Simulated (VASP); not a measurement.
## MgO: single point with PBE

MgO:

```xyz
32
Lattice="-4.2536 -4.2536 -4.2536 -4.2536 4.2536 4.2536 4.2536 4.2536 -4.2536" Properties=species:S:1:pos:R:3 pbc="T T T"
Mg   -2.1268    4.2536    2.1268
Mg   -4.2536    2.1268   -2.1268
Mg   -2.1268    4.2536   -2.1268
Mg    2.1268    4.2536   -2.1268
Mg   -4.2536   -4.2536   -4.2536
Mg   -2.1268   -2.1268   -4.2536
Mg    0.0000    0.0000   -4.2536
Mg    2.1268    2.1268   -4.2536
Mg   -4.2536    2.1268    2.1268
Mg    0.0000    4.2536    0.0000
Mg   -2.1268    2.1268   -4.2536
Mg   -4.2536   -2.1268   -2.1268
Mg   -2.1268    0.0000   -2.1268
Mg    0.0000    2.1268   -2.1268
Mg   -4.2536    0.0000    0.0000
Mg   -2.1268    2.1268    0.0000
O     0.0000    0.0000   -2.1268
O     2.1268    2.1268   -2.1268
O     0.0000    0.0000   -6.3804
O     0.0000    4.2536   -2.1268
O    -2.1268    0.0000    0.0000
O     0.0000    2.1268    0.0000
O    -2.1268    0.0000   -4.2536
O     0.0000    2.1268   -4.2536
O    -2.1268   -2.1268   -2.1268
O    -2.1268    4.2536    0.0000
O     0.0000    6.3804    0.0000
O    -2.1268    2.1268    2.1268
O    -4.2536    0.0000   -2.1268
O    -2.1268    2.1268   -2.1268
O    -6.3804    0.0000    0.0000
O    -4.2536    2.1268    0.0000
```

```
Program                : VASP 6.6.1
Task                   : single point
Functional             : PBE
Potentials or basis    : VASP PAW PBE potentials, release 64 (Mg, O)
Cutoff                 : 600 eV
k mesh                 : 2 × 2 × 2, shifted
Occupations            : gaussian, width 0.02 eV
Spin                   : no spin polarisation
Dipole correction      : no
Further INCAR settings : LREAL = Auto; ALGO = Normal; EDIFF = 1e-06; NBANDS = 86
```

```
Pressure               : -0.9 GPa
Band gap on the k mesh : 5.88 eV
```

Levels at points of the mesh, in eV from the valence-band top:
```
           k point  band 62  band 63  band 64  band 65  band 66  band 67
(0.25, 0.25, 0.25)    -0.10    -0.10    -0.10     7.05     7.05     7.05
```

It took 5.1 min on 1 thread of Intel Xeon 8259CL (shared host), peak memory 0.48 GiB.

A k mesh can miss the band edges. As with any semilocal functional, this PBE gap is likely too small.
